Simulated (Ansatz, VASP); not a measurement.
## Cr: VASP beside Ansatz

```xyz
2
Lattice="2.6610 0.0000 0.0000 0.0000 2.6610 0.0000 0.0000 0.0000 2.6610" Properties=species:S:1:pos:R:3 pbc="T T T"
Cr    0.0000    0.0000    0.0000
Cr    1.3305    1.3305    1.3305
```

Change from the starting cell: volume scaled by 0.72, no spin polarisation, PAW files.

Alike in both runs: task single point; functional PBE; k mesh 11 × 11 × 11; occupations fermi-dirac, width 0.05 eV; no spin polarisation.

|  | VASP | Ansatz |
| --- | --- | --- |
| version | VASP 6.6.1 | Ansatz 0.2.0 |
| potentials or method | VASP PAW PBE potentials, release 64 (Cr_pv) | PAW with Ansatz's default frozen-core files, scalar-relativistic |
| plane-wave cutoff (eV) | 520 | 420 |
| valence electrons in the cell | 24 | 28 |

|  | VASP | Ansatz | Ansatz less VASP |
| --- | --- | --- | --- |
| pressure (GPa) | 80.5 | 80.6 | +0.10 |

Both programs put the cell under a high pressure, so it lies far from rest at this level. VASP's potentials hold 24 valence electrons a cell and Ansatz's 28, so a difference there can come from the potentials and not from the codes.

Noted on VASP's run: the cell as given lies far from equilibrium.
